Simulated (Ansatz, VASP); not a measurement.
**Two plane-wave programs on BP**

```
CELL_PARAMETERS angstrom
3.20339 0.00000 0.00000
-1.60170 2.77422 0.00000
0.00000 0.00000 23.80000
ATOMIC_POSITIONS crystal
B 0.33333 0.66667 0.29412
P 0.66667 0.33333 0.29412
```

Alike in both runs: functional PBE; dispersion D4; k mesh 12 × 12 × 1; occupations gaussian, width 0.03 eV; no spin polarisation.

Ansatz relaxed the structure, and its values are those at the end. VASP's run is a single point on that final structure, the one shown.

```csv
,VASP,Ansatz
version,VASP 6.6.1,Ansatz 0.2.0
potentials or method,"VASP PAW PBE potentials, release 64 (B, P), cutoff 420 eV","scalar-relativistic, plane waves, PAW"
valence electrons in the cell,8,8
```

|  | VASP | Ansatz | Ansatz less VASP |
| --- | --- | --- | --- |
| gap on the k mesh at the Fermi level (eV) | 0.90 | 0.89 | -0.013 |
| least direct gap on the mesh (eV) | 0.90 | 0.89 | -0.013 |

Ansatz's warnings: slab cell height set, structure snapped to symmetry.
